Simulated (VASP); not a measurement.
Here is a VASP 6.6.1 calculation.

The input INCAR:

```
PREC = Accurate
ENCUT = 520
EDIFF = 1E-7
ISMEAR = 0
SIGMA = 0.1
LREAL = False
LASPH = True
NELM = 60
ALGO = Fast
ISIF = 2
LWAVE = False
LCHARG = True
GGA = PS
LELF = True
LVHAR = True
NBANDS = 32
```

KPOINTS

```
regular mesh
0
Gamma
  8 8 8
```

The input POSCAR:

```
Sc3TlB
1.0
    4.6779307106      0.0000000000      0.0000000000
    0.0000000000      4.6779307106      0.0000000000
    0.0000000000      0.0000000000      4.6779307106
Sc Tl B
3 1 1
Direct
    0.0000000000      0.5000000000      0.5000000000
    0.5000000000      0.0000000000      0.5000000000
    0.5000000000      0.5000000000      0.0000000000
    0.0000000000      0.0000000000      0.0000000000
    0.5000000000      0.5000000000      0.5000000000
```

Potentials or basis: VASP PAW PBE potentials, release 64 (Sc_sv, Tl_d, B).

The run is started by

```sh
$ cat potpaw_PBE.64/Sc_sv/POTCAR potpaw_PBE.64/Tl_d/POTCAR potpaw_PBE.64/B/POTCAR > POTCAR
$ mpirun -np 1 vasp_std > vasp.out
```

(1) Predict the pressure.

## Answers

(1) -2.2 GPa.

Caveat: the PAW data sets were made with another functional, which shifts forces and pressure a little.
